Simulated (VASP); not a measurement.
SrC8: single point with PBE+D3(BJ)

Crystal: SrC8.

```
Sr C
1.0
     0.00011   -0.00131    4.83721
     4.98530    0.00012    0.00012
    -2.49255    4.31714   -0.00126
Sr C
1 8
Direct
  0.50003 0.00006 0.00003
  0.99998 0.33333 0.66666
  0.00002 0.33455 0.16727
  0.99997 0.83271 0.66543
  0.00003 0.83271 0.16728
  0.99998 0.16727 0.83271
  0.00004 0.16728 0.33456
  0.99999 0.66543 0.83272
  0.99997 0.66666 0.33333
```

```json
{"Program": "VASP 6.6.1", "Task": "single point", "Functional": "PBE", "Dispersion": "D3(BJ)", "Potentials or basis": "VASP PAW PBE potentials, release 64 (Sr_sv, C)", "Cutoff": "520 eV", "k mesh": "4 × 6 × 6", "Occupations": "gaussian, width 0.2 eV", "Spin": "no spin polarisation", "Dipole correction": "no", "Further INCAR settings": "ALGO = Normal; EDIFF = 1e-07; NBANDS = 31"}
```

```yaml
Pressure: 0.3 GPa
Largest_force: 0.010 eV/Å
Band_gap_on_the_k_mesh: zero (bands 21 and 22 overlap by 1.63 eV)
Dispersion_energy_per_atom: -0.146 eV
```

Forces on the atoms (eV/Å):
```
Sr   0.000  0.000 -0.001
C    0.000  0.000  0.000
C    0.008  0.005  0.000
C    0.001 -0.007  0.000
C   -0.007  0.005  0.000
C    0.006 -0.004  0.000
C    0.000  0.008  0.000
C   -0.007 -0.005  0.000
C   -0.001 -0.001  0.001
```

Stress tensor (GPa, compression positive):
```
 0.36 -0.02  0.00
-0.02  0.39  0.01
 0.00  0.01  0.20
```

Levels at points of the mesh, in eV from the Fermi level:
```tsv
k point	band 18	band 19	band 20	band 21	band 22	band 23	band 24	band 25
(0.00, 0.00, 0.00)	-4.18	-4.18	-3.57	-0.89	-0.02	-0.02	0.58	2.43
(0.50, 0.00, 0.00)	-3.92	-3.92	-3.75	-1.08	-0.96	-0.96	1.49	3.95
(0.00, 0.50, 0.00)	-6.14	-4.93	-3.97	0.65	0.73	1.07	1.61	3.54
(0.00, 0.50, 0.50)	-6.14	-4.93	-3.97	0.65	0.73	1.07	1.61	3.54
(0.50, 0.50, 0.00)	-6.13	-4.49	-4.31	0.37	1.18	1.94	3.15	3.27
(0.50, 0.50, 0.50)	-6.14	-4.49	-4.31	0.37	1.18	1.94	3.15	3.27
(0.00, 0.00, 0.50)	-6.14	-4.93	-3.97	0.65	0.73	1.07	1.61	3.54
(0.50, 0.00, 0.50)	-6.14	-4.49	-4.31	0.37	1.18	1.94	3.15	3.27
```

Wall time 3.5 min on 1 thread of Intel(R) Xeon(R) Platinum 8559C (Emerald Rapids), on a shared host, peak memory 0.36 GiB.
